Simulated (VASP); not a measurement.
Input of a VASP 6.6.1 run:

Contents of INCAR:

```
SYSTEM = HfIn4SiO6
ALGO = Normal ; EDIFF = 1E-6
ENCUT = 520 ; GGA = PE
ISIF = 2 ; ISMEAR = -1
LASPH = .True. ; LCHARG = .False.
LREAL = .False. ; LWAVE = .False.
NBANDS = 63 ; NELM = 60
PREC = Accurate ; SIGMA = 0.05
```

Contents of KPOINTS:

```
k-points
0
Gamma
  6 6 3
  0 0 0
```

The input POSCAR:

```
HfIn4SiO6
1.0
    5.2774300000      0.0000000000      0.0000000000
   -2.6387200000      4.5703900000      0.0000000000
    0.0000000000      0.0000000000     10.5590500000
Hf In Si O
1 4 1 6
Direct
    0.0000000000      0.0000000000      0.0000000000
    0.3333300000      0.6666700000      0.3044600000
    0.3333300000      0.6666700000      0.6955400000
    0.6666700000      0.3333300000      0.7891900000
    0.6666700000      0.3333300000      0.2108100000
    0.3333300000      0.6666700000      0.0000000000
    0.3063400000      0.3716200000      0.8997200000
    0.6283800000      0.6936600000      0.1002800000
    0.6283800000      0.9347100000      0.8997200000
    0.0652900000      0.3716200000      0.1002800000
    0.0652900000      0.6936600000      0.8997200000
    0.3063400000      0.9347100000      0.1002800000
```

Potentials or basis: VASP PAW PBE potentials, release 64 (Hf_pv, In_d, Si, O).

Run with:

```console
$ cat potpaw_PBE.64/Hf_pv/POTCAR potpaw_PBE.64/In_d/POTCAR potpaw_PBE.64/Si/POTCAR potpaw_PBE.64/O/POTCAR > POTCAR
$ mpirun -np 1 vasp_std > vasp.out
```

(1) Predict the band gap on the k mesh.

(2) Estimate the largest force.

(3) Estimate the pressure.

Answers

(1) 0.06 eV (least direct gap 1.67 eV).

(2) 0.148 eV/Å.

(3) -0.4 GPa.

Caveat: the smearing spreads over this small gap; semilocal functionals underestimate gaps, and a narrow one can read as zero; spin-orbit coupling is left out, which moves the levels of the heavy elements.
